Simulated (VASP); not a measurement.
# FeSi2 (P4/mmm) in VASP: further runs

Runs on FeSi2. Level: PBEsol. Tasks: single point.

Everything below comes from runs of VASP 6.6.1. Logs are shortened: lines on timing, memory, paths and dates and some standing lists are left out, and cuts for length are marked.

### Step 1. The cell of the first run

The structure is tetragonal, space group P4/mmm (No. 123). Conventional cell: a = 2.659 Å, b = 2.659 Å, c = 5.081 Å, α = 90.00°, β = 90.00°, γ = 90.00°. Within 3.1 Å of Fe (site symmetry 4/mmm) lie 8 Si at 2.33 Å and 4 Fe at 2.66 Å. Within 3.1 Å of Si (site symmetry 4mm) lie 6 Si at 2.31 to 2.77 Å and 4 Fe at 2.33 Å.

### Step 2. Single point, PBEsol (volume scaled by 0.98, then relaxed in part)

Contents of INCAR:

```
SYSTEM = FeSi2
ALGO = Normal
EDIFF = 1E-6
ENCUT = 520
GGA = PS
ISIF = 2
ISMEAR = -1
LASPH = .True.
LCHARG = .True.
LELF = .True.
LREAL = .False.
LVHAR = .True.
LWAVE = .False.
NBANDS = 15
NELM = 100
PREC = Accurate
SIGMA = 0.15
```

Contents of KPOINTS:

```
k-points
0
Gamma
  16 16 8
  0 0 0
```

Contents of POSCAR:

```
FeSi2
1.0
    2.6587285340      0.0000000000      0.0000000000
    0.0000000000      2.6587285340      0.0000000000
    0.0000000000      0.0000000000      5.0806992093
Fe Si
1 2
Direct
    0.0000000000      0.0000000000      0.0000000000
    0.5000000000      0.5000000000      0.2722782088
    0.5000000000      0.5000000000      0.7277217912
```

Potentials or basis: VASP PAW PBE potentials, release 64 (Fe, Si).

On the command line:

```bash
$ cat potpaw_PBE.64/Fe/POTCAR potpaw_PBE.64/Si/POTCAR > POTCAR
$ mpirun -np 1 vasp_std > vasp.out
```

OUTCAR:

```text
SYSTEM = FeSi2
   EDIFF = 1E-6
   ENCUT = 520
   GGA = PS
   ISIF = 2
   ISMEAR = -1
   LASPH = .True.
   LREAL = .False.
   NELM = 100
   PREC = Accurate

 ion  position               nearest neighbor table
   1  0.000  0.000  0.000-   2 2.33   3 2.33   2 2.33   3 2.33   2 2.33   3 2.33   2 2.33   3 2.33

   2  0.500  0.500  0.272-   3 2.31   1 2.33   1 2.33   1 2.33   1 2.33   3 2.77
   3  0.500  0.500  0.728-   2 2.31   1 2.33   1 2.33   1 2.33   1 2.33   2 2.77

  LATTYP: Found a simple tetragonal cell.
 ALAT       =     2.6587285340
 C/A-ratio  =     1.9109507211

  Lattice vectors:

 A1 = (   2.6587285340,   0.0000000000,   0.0000000000)
 A2 = (   0.0000000000,   2.6587285340,   0.0000000000)
 A3 = (   0.0000000000,   0.0000000000,   5.0806992093)

Analysis of symmetry for initial positions (statically):
=====================================================================
 Subroutine PRICEL returns:
 Original cell was already a primitive cell.

 Routine SETGRP: Setting up the symmetry group for a
 simple tetragonal supercell.

 Subroutine GETGRP returns: Found 16 space group operations
 (whereof 16 operations were pure point group operations)
 out of a pool of 16 trial point group operations.

The static configuration has the point symmetry D_4h.

Analysis of symmetry for dynamics (positions and initial velocities):
=====================================================================
 Subroutine PRICEL returns:
 Original cell was already a primitive cell.

 Routine SETGRP: Setting up the symmetry group for a
 simple tetragonal supercell.

 Subroutine GETGRP returns: Found 16 space group operations
 (whereof 16 operations were pure point group operations)
 out of a pool of 16 trial point group operations.

The dynamic configuration has the point symmetry D_4h.

 Subroutine INISYM returns: Found 16 space group operations
 (whereof 16 operations are pure point group operations),
 and found     1 'primitive' translations

----------------------------------------------------------------------------------------

                                     Primitive cell

  volume of cell :      35.9146

  direct lattice vectors                    reciprocal lattice vectors
     2.658728534  0.000000000  0.000000000     0.376119633  0.000000000  0.000000000
     0.000000000  2.658728534  0.000000000     0.000000000  0.376119633  0.000000000
     0.000000000  0.000000000  5.080699209     0.000000000  0.000000000  0.196823303

  length of vectors
     2.658728534  2.658728534  5.080699209     0.376119633  0.376119633  0.196823303

  position of ions in fractional coordinates (direct lattice)
     0.000000000  0.000000000  0.000000000
     0.500000000  0.500000000  0.272278209
     0.500000000  0.500000000  0.727721791

  ion indices of the primitive-cell ions
   primitive index   ion index
                 1           1
                 2           2
                 3           3

----------------------------------------------------------------------------------------

 KPOINTS: k-points

Automatic generation of k-mesh.
 Grid dimensions read from file:
 generate k-points for:   16   16    8

 Generating k-lattice:

  Cartesian coordinates                     Fractional coordinates (reciprocal lattice)
     0.023507477  0.000000000  0.000000000     0.062500000  0.000000000  0.000000000
     0.000000000  0.023507477  0.000000000     0.000000000  0.062500000  0.000000000
     0.000000000  0.000000000  0.024602913     0.000000000  0.000000000  0.125000000

  Length of vectors
     0.023507477  0.023507477  0.024602913

  Shift w.r.t. Gamma in fractional coordinates (k-lattice)
     0.000000000  0.000000000  0.000000000

 Subroutine IBZKPT returns following result:
 ===========================================

 Found    225 irreducible k-points:

 Following reciprocal coordinates:
            Coordinates               Weight
  0.000000  0.000000  0.000000      1.000000
  0.062500  0.000000  0.000000      4.000000
  0.125000  0.000000  0.000000      4.000000
  0.187500  0.000000  0.000000      4.000000
  0.250000  0.000000  0.000000      4.000000
  0.312500  0.000000  0.000000      4.000000
[... 16 lines left out ...]
  0.437500  0.125000  0.000000      8.000000
  0.500000  0.125000  0.000000      4.000000
 [... further k-points ...]
   k-points           NKPTS =    225   k-points in BZ     NKDIM =    225   number of bands    NBANDS=     15
   number of dos      NEDOS =    301   number of ions     NIONS =      3
   total plane-waves  NPLWV =  16000
   dimension x,y,z NGX =    20 NGY =   20 NGZ =   40
   dimension x,y,z NGXF=    40 NGYF=   40 NGZF=   80
   ions per type =               1   2
   NGX,Y,Z   is equivalent  to a cutoff of  12.51, 12.51, 13.09 a.u.
   NGXF,Y,Z  is equivalent  to a cutoff of  25.01, 25.01, 26.18 a.u.
 SYSTEM =  FeSi2
   PREC   = accura    normal or accurate (medium, high low for compatibility)
   ISTART =      0    job   : 0-new  1-cont  2-samecut
   ICHARG =      2    charge: 1-file 2-atom 10-const
   ISPIN  =      1    spin polarized calculation?
   LNONCOLLINEAR =      F non collinear calculations
   LSORBIT =      F    spin-orbit coupling
   LASPH  =      T    aspherical Exc in radial PAW
   ENCUT  =  520.0 eV  38.22 Ry    6.18 a.u.   4.94  4.94  9.45*2*pi/ulx,y,z
   NELM   =    100;   NELMIN=  2; NELMDL= -5     # of ELM steps
   EDIFF  = 0.1E-05   stopping-criterion for ELM
   LREAL  =      F    real-space projection
   EDIFFG = 0.1E-04   stopping-criterion for IOM
   NSW    =      0    number of steps for IOM
   IBRION =     -1    ionic relax: 0-MD 1-quasi-New 2-CG
   NFREE  =      0    steps in history (QN), initial steepest desc. (CG)
   ISIF   =      2    stress and relaxation
   ISYM   =      2    0-nonsym 1-usesym 2-fastsym
   POTIM  = 0.5000    time-step for ionic-motion
   TEBEG  =    0.0;   TEEND  =   0.0 temperature during run
   PSTRESS=    0.0 pullay stress
   NELECT =      16.0000    total number of electrons
   NUPDOWN=      -1.0000    fix difference up-down
   EMIN   =  10.00;   EMAX   =-10.00  energy-range for DOS
   EFERMI =   0.00;   METHOD = LEGACY
   ISMEAR =    -1;   SIGMA  =   0.15  broadening in eV -4-tet -1-fermi 0-gaus
   EFERMI_NEDOS =   21; number of points for ismear=-14 and -15
   IALGO  =     38    algorithm
   IMIX   =      4    mixing-type and parameters
     AMIX     =   0.40;   BMIX     =  1.00
     AMIX_MAG =   1.60;   BMIX_MAG =  1.00
  volume/ion in A,a.u.               =      11.97        80.79
  Fermi-wavevector in a.u.,A,eV,Ry     =   1.250329  2.362779 21.270298  1.563323
  Thomas-Fermi vector in A             =   2.384328
   LORBIT       =      0    0 simple, 1 ext, 2 COOP (PROOUT), +10 PAW based schemes
   GGA     = PS    functional components
   LHFCALC =     F    Hartree Fock is set to
   AEXX    =    0.0000 exact exchange contribution
   IVDW    =     0    specifies the selected vdW correction
   LEPSILON=     F    determine dielectric tensor
   LRPA    =     F    only Hartree local field effects (RPA)
 non-spin polarized calculation
  energy-cutoff  :      520.00
  volume of cell :       35.91
 maximum number of plane-waves:      1000
 NGX is ok and might be reduce to    20
   NGX =  9   NGY =  9   NGZ = 19

 number of electron      16.0000003 magnetization

 Free energy of the ion-electron system (eV)
  ---------------------------------------------------
  ext. energy  EPLUGINS =         0.00000000
  ---------------------------------------------------
  free energy    TOTEN  =       -21.98053888 eV

  energy without entropy =      -21.90201702  energy(sigma->0) =      -21.94127795

 E-fermi :  10.2260     XC(G=0): -12.2100

 val. band max:       10.2231628529   @ k =   0.4375   0.3750   0.0000
 cond. band min:      10.2374986877   @ k =   0.5000   0.4375   0.3750
 fundamental gap:      0.0143358348
 Fermi energy:        10.2260392383

 k-point     1 :       0.0000    0.0000    0.0000
  band No.  band energies     occupation
      1      -3.8913      2.00000
      2       0.9984      2.00000
      3       2.1232      2.00000
      4       6.5861      2.00000
      5       8.5603      1.99997
      6       8.7537      1.99989
      7       8.7537      1.99989
      8       9.6704      1.95195
      9      15.0134      0.00000
     10      15.0134      0.00000
     11      16.9261      0.00000
     12      17.4548      0.00000
     13      18.3750      0.00000
     14      18.5018      0.00000
     15      20.1977      0.00000

 k-point     2 :       0.0625    0.0000    0.0000
  band No.  band energies     occupation
      1      -3.8099      2.00000
      2       1.0548      2.00000
      3       2.2016      2.00000
      4       6.5867      2.00000
      5       8.5577      1.99997
      6       8.6798      1.99993
      7       8.7690      1.99988
      8       9.5954      1.97058
      9      14.0887      0.00000
     10      15.1271      0.00000
     11      17.0216      0.00000
     12      17.8150      0.00000
     13      17.8898      0.00000
     14      18.8307      0.00000
     15      20.2226      0.00000

 k-point     3 :       0.1250    0.0000    0.0000
  band No.  band energies     occupation
      1      -3.5669      2.00000
      2       1.2217      2.00000
      3       2.4346      2.00000
      4       6.5609      2.00000
      5       8.4698      1.99998
      6       8.5291      1.99998
      7       8.8130      1.99984
      8       9.3941      1.99223
      9      12.6093      0.00000
     10      15.4490      0.00000
     11      16.5898      0.00000
     12      17.3271      0.00000
     13      17.9954      0.00000
     14      19.1409      0.00000
     15      20.2965      0.00000
[... 343 lines left out ...]
 k-point    23 :       0.4375    0.1250    0.0000
  band No.  band energies     occupation
      1      -0.0035      2.00000
      2       3.0284      2.00000
      3       3.2982      2.00000
      4       5.3919      2.00000
      5       6.3895      2.00000
      6       7.4722      2.00000
      7       8.2891      2.00000
      8       9.4592      1.98803
      9      10.3723      0.54786
     10      12.0673      0.00001
     11      12.9475      0.00000
     12      15.5088      0.00000
     13      18.6909      0.00000
     14      19.5062      0.00000
     15      21.2868      0.00000

 k-point    24 :       0.5000    0.1250    0.0000
  band No.  band energies     occupation
      1       0.4777      2.00000
      2       2.4571      2.00000
      3       3.4487      2.00000
      4       5.6663      2.00000
      5       6.2504      2.00000
      6       7.2811      2.00000
      7       8.3165      1.99999
      8       9.4965      1.98468
      9      10.3893      0.50388
     10      11.8858      0.00003
     11      12.6854      0.00000
     12      15.7106      0.00000
     13      18.7860      0.00000
     14      19.2863      0.00000
     15      21.3176      0.00000

 [... further k-points ...]

------------------------ aborting loop because EDIFF is reached ----------------------------------------

  FORCE on cell =-STRESS in cart. coord.  units (eV):
  Direction    XX          YY          ZZ          XY          YZ          ZX
  --------------------------------------------------------------------------------------
  -------------------------------------------------------------------------------------
  Total        1.0260795      1.0260795      1.0345140      0.0000000      0.0000000      0.0000000
  in kB       45.7741301     45.7741301     46.1504022      0.0000000      0.0000000      0.0000000
  external PRESSURE =      45.8995541 kB  Pullay stress =       0.0000000 kB

 VOLUME and BASIS-vectors are now :
 -----------------------------------------------------------------------------
  energy-cutoff  :      520.00
  volume of cell :       35.91
      direct lattice vectors                 reciprocal lattice vectors
     2.658728534  0.000000000  0.000000000     0.376119633  0.000000000  0.000000000
     0.000000000  2.658728534  0.000000000     0.000000000  0.376119633  0.000000000
     0.000000000  0.000000000  5.080699209     0.000000000  0.000000000  0.196823303

 POSITION                                       TOTAL-FORCE (eV/Angst)
 -----------------------------------------------------------------------------------
      0.00000      0.00000      0.00000        -0.000000      0.000000      0.000000
      1.32936      1.32936      1.38336        -0.000000     -0.000000      0.023101
      1.32936      1.32936      3.69734         0.000000      0.000000     -0.023101
 -----------------------------------------------------------------------------------
    total drift:                               -0.000000      0.000000      0.000000

  FREE ENERGIE OF THE ION-ELECTRON SYSTEM (eV)
  ---------------------------------------------------
  free  energy   TOTEN  =       -21.9805388780 eV

  energy  without entropy=      -21.9020170236  energy(sigma->0) =      -21.94127795
```

Run time: 38 s. Hardware: 1 thread of Intel Xeon 6975P-C (Granite Rapids), shared host; peak memory 0.24 GiB.

Results:

```
Free energy            : -21.9805 eV
Pressure               : 4.6 GPa
Largest force          : 0.023 eV/Å
Band gap on the k mesh : zero (band 8 reaches 10.50 eV, above the bottom of band 9 at 10.09 eV)
```

Forces in eV/Å, atoms in the order of the input:
```
Fe   0.000  0.000  0.000
Si   0.000  0.000  0.023
Si   0.000  0.000 -0.023
```

Caveat: the cell differs from its parent crystal (volume scaled by 0.98, then relaxed in part); the PAW data sets were made with another functional, which shifts forces and pressure a little. Spin polarisation is off, so any magnetic state and its effect on volume and gap are missing.

### Step 3. Single point, PBEsol

This run uses another cell than the first one, of 12.22 Å³/atom, 1.020 times its volume.

Contents of INCAR:

```
PREC = Accurate ; ENCUT = 520
EDIFF = 1E-7 ; ISMEAR = -1
SIGMA = 0.15 ; LREAL = False
LASPH = True ; NELM = 80
ALGO = Normal ; ISIF = 2
LWAVE = False ; LCHARG = False
GGA = PS ; NBANDS = 15
```

Contents of KPOINTS:

```
Automatic mesh
0
Gamma
  16 16 8
```

Contents of POSCAR:

```
FeSi2
1.0
    2.6793823688      0.0000000000      0.0000000000
    0.0000000000      2.6793823688      0.0000000000
    0.0000000000      0.0000000000      5.1047680230
Fe Si
1 2
Direct
    0.0000000000      0.0000000000      0.0000000000
    0.5000000000      0.5000000000      0.2716124498
    0.5000000000      0.5000000000      0.7283875502
```

Potentials or basis: VASP PAW PBE potentials, release 64 (Fe, Si).

On the command line:

```bash
$ cat potpaw_PBE.64/Fe/POTCAR potpaw_PBE.64/Si/POTCAR > POTCAR
$ mpirun -np 1 vasp_std > vasp.out
```

Wall time 39 s (1 thread of Intel Xeon 6975P-C (Granite Rapids), shared host); peak memory 0.24 GiB.

Results (log left out):

```yaml
Free_energy: -21.9918 eV
Pressure: 0.5 GPa
Largest_force: 0.020 eV/Å
Band_gap_on_the_k_mesh: zero (band 8 reaches 10.20 eV, above the bottom of band 9 at 9.84 eV)
```

Forces in eV/Å, atoms in the order of the input:
```
Fe   0.000  0.000  0.000
Si   0.000  0.000  0.020
Si   0.000  0.000 -0.020
```

Levels at points of the mesh, in eV from the Fermi level:
| k point | band 5 | band 6 | band 7 | band 8 | band 9 | band 10 | band 11 | band 12 |
| --- | --- | --- | --- | --- | --- | --- | --- | --- |
| (0.00, 0.00, 0.00) | -1.60 | -1.45 | -1.45 | -0.57 | 4.65 | 4.65 | 6.66 | 7.20 |
| (0.50, 0.00, 0.00) | -3.75 | -3.15 | -2.02 | -1.03 | 0.18 | 1.57 | 2.36 | 8.01 |
| (0.50, 0.50, 0.00) | -4.41 | -3.21 | -2.21 | 0.24 | 0.60 | 2.66 | 3.03 | 3.03 |
| (0.00, 0.00, 0.50) | -2.30 | -1.49 | -1.49 | -0.57 | 2.61 | 5.82 | 5.82 | 6.42 |
| (0.50, 0.00, 0.50) | -3.13 | -2.39 | -2.02 | -1.04 | 0.68 | 2.47 | 4.98 | 4.98 |
| (0.50, 0.50, 0.50) | -3.24 | -3.24 | -1.74 | 0.24 | 0.43 | 0.43 | 1.18 | 2.97 |

Caveat: the PAW data sets were made with another functional, which shifts forces and pressure a little. Spin polarisation is off, so any magnetic state and its effect on volume and gap are missing.

[end of part 1 of 2]
